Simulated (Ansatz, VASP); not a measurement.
# Two plane-wave programs on Zr

```
Zr
1.0
     2.87241    0.00000    0.00000
     0.00000    2.87241    0.00000
     0.00000    0.00000    2.87241
Zr
1
Cartesian
  0.0000 0.0000 0.0000
```

Alike in both runs: functional PBEsol; k mesh 13 × 13 × 13; occupations fermi-dirac, width 0.1 eV; no spin polarisation.

Ansatz relaxed the structure, and its values are those at the end. VASP's run is a single point on that final structure, the one shown.

|  | VASP | Ansatz |
| --- | --- | --- |
| version | VASP 6.6.1 | Ansatz 0.2.0 |
| potentials or method | VASP PAW PBE potentials, release 64 (Zr_sv) | PAW with Ansatz's default frozen-core files, scalar-relativistic |
| plane-wave cutoff (eV) | 520 | 420 |
| valence electrons in the cell | 12 | 12 |

```tsv
	VASP	Ansatz	Ansatz less VASP
pressure (GPa)	0.1	0.0	-0.10
```

VASP's potentials were made for PBE, not for PBEsol.
